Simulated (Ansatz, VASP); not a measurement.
BN in VASP and in Ansatz

INCAR

```
SYSTEM = BN
  ALGO = Normal
  EDIFF = 1E-6
  ENCUT = 520
  GGA = PS
  ISIF = 2
  ISMEAR = 0
  LASPH = .True.
  LCHARG = .False.
  LREAL = .False.
  LWAVE = .False.
  NBANDS = 11
  NELM = 60
  PREC = Accurate
  SIGMA = 0.01
```

The input KPOINTS:

```
k-points
0
Gamma
  10 10 7
  0 0 0
```

The input POSCAR:

```
BN
1.0
    2.5080410000      0.0000000000      0.0000000000
   -1.2467106309      2.1762312056      0.0000000000
   -0.6306654168     -1.0881160036      3.0225402544
B N
1 1
Direct
    0.9796430000      0.9834990000      0.0018060000
    0.6685060000      0.3323850000      0.9849990000
```

Input for Ansatz:

```yaml
crystal:
  lattice:
    - [2.508041, 0.0, 0.0]
    - [-1.2467106309374276, 2.176231205637076, 0.0]
    - [-0.6306654168355338, -1.0881160036237236, 3.0225402544407243]
  atoms:
    - { symbol: B, position: [0.979643, 0.983499, 0.0018059999999999997] }
    - { symbol: "N", position: [0.6685059999999999, 0.3323849999999999, 0.9849989999999998] }
kpoints:
  mp_grid:
    grid: [10, 10, 7]
hamiltonian:
  xc: pbesol
  pseudopotentials:
    kind: all_electron
    lapw:
      basis_error: 0.0005
scf:
  max_iter: 60
  convergence:
    dr2_threshold: 1.0e-06
  occupations:
    method: fixed
output:
  stress: true
```

Alike in both runs: task single point; functional PBEsol; k mesh 10 × 10 × 7; no spin polarisation.

|  | VASP | Ansatz |
| --- | --- | --- |
| version | VASP 6.6.1 | Ansatz 0.2.0 |
| potentials or method | VASP PAW PBE potentials, release 64 (B, N), cutoff 520 eV | all-electron (LAPW or listed datasets) |
| occupations | gaussian, width 0.01 eV | fixed |

|  | VASP | Ansatz | Ansatz less VASP |
| --- | --- | --- | --- |
| pressure (GPa) | 1.9 | 1.6 | -0.32 |
| traceless stress, the component that is largest in VASP (GPa) | -7.79 | -7.97 | -0.173 |

VASP's potentials were made for PBE, not for PBEsol. Ansatz ran all-electron here, and VASP with PAW potentials. Ansatz's warnings: stress scf threshold loose.
